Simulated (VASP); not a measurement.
# Hf4C (P-3m1) in VASP: notebook, part 2 of 2

VASP 6.6.1. Earlier steps stand in the parts before.

### 4 Relaxation of shape and atoms at fixed volume, PBE (16.66 Å³/atom)

This run uses another cell than the first one, of 16.66 Å³/atom.

INCAR

```
ALGO = Normal ; EDIFF = 1E-7
EDIFFG = -0.01 ; ENCUT = 600
GGA = PE ; IBRION = 2
ISIF = 4 ; ISMEAR = 0
LASPH = True ; LCHARG = False
LREAL = False ; LWAVE = False
NELM = 80 ; NSW = 50
PREC = Accurate ; SIGMA = 0.1
```

KPOINTS

```
k-points
0
Gamma
  12 12 4
```

POSCAR

```
Hf4C
1.0
    3.1157120231      0.0000000000      0.0000000000
   -1.5578560116      2.6982857629      0.0000000000
    0.0000000000      0.0000000000      9.9084809696
Hf C
4 1
Direct
    0.6666666667      0.3333333333      0.8712754261
    0.3333333333      0.6666666667      0.1287245739
    0.6666666667      0.3333333333      0.3815659840
    0.3333333333      0.6666666667      0.6184340160
    0.0000000000      0.0000000000      0.0000000000
```

Potentials or basis: VASP PAW PBE potentials, release 64 (Hf_pv, C).

Started as:

```console
$ cat potpaw_PBE.64/Hf_pv/POTCAR potpaw_PBE.64/C/POTCAR > POTCAR
$ mpirun -np 1 vasp_std > vasp.out
```

OUTCAR:

```text
EDIFF = 1E-7
   EDIFFG = -0.01
   ENCUT = 600
   GGA = PE
   IBRION = 2
   ISIF = 4
   ISMEAR = 0
   LASPH = True
   LREAL = False
   NELM = 80
   NSW = 50
   PREC = Accurate

 ion  position               nearest neighbor table
   1  0.667  0.333  0.871-   5 2.21   5 2.21   5 2.21   4 3.08   4 3.08   4 3.08   2 3.12   2 3.12
                             2 3.12
   2  0.333  0.667  0.129-   5 2.21   5 2.21   5 2.21   3 3.08   3 3.08   3 3.08   1 3.12   1 3.12
                             1 3.12
   3  0.667  0.333  0.382-   4 2.96   4 2.96   4 2.96   2 3.08   2 3.08   2 3.08
   4  0.333  0.667  0.618-   3 2.96   3 2.96   3 2.96   1 3.08   1 3.08   1 3.08
   5  0.000  0.000  0.000-   1 2.21   2 2.21   1 2.21   2 2.21   1 2.21   2 2.21

  LATTYP: Found a hexagonal cell.
 ALAT       =     3.1157120231
 C/A-ratio  =     3.1801658485

  Lattice vectors:

 A1 = (   3.1157120231,   0.0000000000,   0.0000000000)
 A2 = (  -1.5578560116,   2.6982857629,   0.0000000000)
 A3 = (   0.0000000000,   0.0000000000,   9.9084809696)

Analysis of symmetry for initial positions (statically):
=====================================================================
 Subroutine PRICEL returns:
 Original cell was already a primitive cell.

 Routine SETGRP: Setting up the symmetry group for a
 hexagonal supercell.
[... 182 lines left out ...]
  -------------------------------------------------------------------------------------
  Total       10.3829937     10.3829937     10.5300787     -0.0000000      0.0000000      0.0000000
  in kB      199.7012766    199.7012766    202.5302363     -0.0000000      0.0000000      0.0000000
  external PRESSURE =     200.6442631 kB  Pullay stress =       0.0000000 kB
[... 260 lines left out ...]
--------------------------------------- Ionic step        8  -------------------------------------------

 number of electron      43.9999999 magnetization

 Free energy of the ion-electron system (eV)
  ---------------------------------------------------
  ext. energy  EPLUGINS =         0.00000000
  ---------------------------------------------------
  free energy    TOTEN  =       -50.25909721 eV

  energy without entropy =      -50.24495134  energy(sigma->0) =      -50.25202428

 E-fermi :   5.8715     XC(G=0): -12.0294

 val. band max:        5.8666807288   @ k =   0.2500   0.1667   0.5000
 cond. band min:       5.8758900748   @ k =   0.4167   0.1667   0.0000
 fundamental gap:      0.0092093460
 Fermi energy:         5.8714739035

 k-point     1 :       0.0000    0.0000    0.0000
  band No.  band energies     occupation
      1     -24.9092      2.00000
      2     -24.2457      2.00000
      3     -24.2454      2.00000
      4     -24.0042      2.00000
      5     -24.0042      2.00000
      6     -23.8828      2.00000
[... 685 lines left out ...]
     25       7.2147      0.00000
     26       7.7140      0.00000

 [... further k-points ...]

------------------------ aborting loop because EDIFF is reached ----------------------------------------

  FORCE on cell =-STRESS in cart. coord.  units (eV):
  Direction    XX          YY          ZZ          XY          YZ          ZX
  --------------------------------------------------------------------------------------
  -------------------------------------------------------------------------------------
  Total       10.1342242     10.1342242     10.1423047     -0.0000000     -0.0000000      0.0000000
  in kB      194.9165686    194.9165686    195.0719863     -0.0000000     -0.0000000      0.0000000
  external PRESSURE =     194.9683745 kB  Pullay stress =       0.0000000 kB
[... 20 lines left out ...]
  FREE ENERGIE OF THE ION-ELECTRON SYSTEM (eV)
  ---------------------------------------------------
  free  energy   TOTEN  =       -50.2590972067 eV

  energy  without entropy=      -50.2449513443  energy(sigma->0) =      -50.25202428

 reached required accuracy - stopping structural energy minimisation
```

OSZICAR:

```text
N       E                     dE             d eps       ncg     rms          rms(c)
DAV:   1     0.193234615431E+03    0.19323E+03   -0.27412E+04  3588   0.186E+03
DAV:   2    -0.418370759146E+02   -0.23507E+03   -0.23106E+03  4300   0.398E+02
DAV:   3    -0.551665836265E+02   -0.13330E+02   -0.12841E+02  4684   0.581E+01
[... 68 lines left out ...]
DAV:   1    -0.502590891039E+02   -0.70495E-06   -0.31539E-03  3600   0.354E-01    0.503E-02
DAV:   2    -0.502590972586E+02   -0.81548E-05   -0.12796E-04  3972   0.691E-02    0.108E-02
DAV:   3    -0.502590973644E+02   -0.10582E-06   -0.78247E-06  4594   0.151E-02    0.135E-02
DAV:   4    -0.502590972392E+02    0.12527E-06   -0.57881E-07  3744   0.442E-03    0.899E-03
DAV:   5    -0.502590972067E+02    0.32527E-07   -0.18060E-07  2536   0.268E-03
   8 F= -.50259097E+02 E0= -.50252024E+02  d E =-.881800E-05
```

Run time: 6.1 min. Hardware: 1 thread of Intel Xeon 6975P-C (Granite Rapids), shared host; peak memory 0.34 GiB.

Results:

```yaml
Free_energy: -50.2591 eV
Energy_gained_by_relaxing: 0.8 meV/atom
Ionic_steps: 8
Pressure_after_relaxing: 19.5 GPa
Band_gap_on_the_k_mesh: zero (bands 22 and 23 overlap by 1.76 eV)
```

Forces in eV/Å, atoms in the order of the input:
```
Hf   0.000  0.000  0.001
Hf   0.000  0.000 -0.001
Hf   0.000  0.000  0.002
Hf   0.000  0.000 -0.002
C    0.000  0.000  0.000
```

Step by step:
```tsv
step	energy change (eV)	largest force (eV/Å)	pressure (GPa)	volume (Å³)
1	0.0000	0.3176	20.06	83.30
2	-0.0037	0.0666	19.41	83.30
3	-0.0040	0.0205	19.53	83.30
4	-0.0042	0.0127	19.50	83.30
5	-0.0042	0.0118	19.50	83.30
6	-0.0042	0.0109	19.49	83.30
7	-0.0042	0.0116	19.50	83.30
8	-0.0042	0.0021	19.50	83.30
```

Final structure:
```
CELL_PARAMETERS angstrom
3.11700 0.00000 0.00000
-1.55850 2.69940 0.00000
0.00000 0.00000 9.90027
ATOMIC_POSITIONS crystal
Hf 0.66667 0.33333 0.86991
Hf 0.33333 0.66667 0.13009
Hf 0.66667 0.33333 0.38176
Hf 0.33333 0.66667 0.61824
C 0.00000 0.00000 0.00000
```

Caveat: spin-orbit coupling is left out, which moves the levels of the heavy elements.

### 5 Summary

| task | cell | gap on the mesh (eV) | pressure (GPa) |
| --- | --- | --- | --- |
| relaxation of cell and atoms | relaxed from a = 3.252, b = 3.252, c = 10.402 Å, angles 90.0, 90.0, 120.0°, 5 atoms, atomic positions A | none | 0.0 |
| relaxation of shape and atoms at fixed volume | relaxed from a = 3.280, b = 3.280, c = 10.466 Å, angles 90.0, 90.0, 120.0°, 5 atoms, atomic positions B | none | -3.8 |
| relaxation of shape and atoms at fixed volume | relaxed from a = 3.116, b = 3.116, c = 9.908 Å, angles 90.0, 90.0, 120.0°, 5 atoms, atomic positions C | none | 19.5 |

Alike in all rows: level PBE; potentials or basis VASP PAW PBE potentials, release 64 (Hf_pv, C); no spin polarisation; k mesh 12 × 12 × 4; cutoff (eV) 600; smearing gaussian 0.1 eV.

Caveats: spin-orbit coupling is left out, which moves the levels of the heavy elements.

Absolute energies hang on the potentials; compare differences alone.

The gap in the log of VASP goes by the Fermi energy; the results here count the filled bands.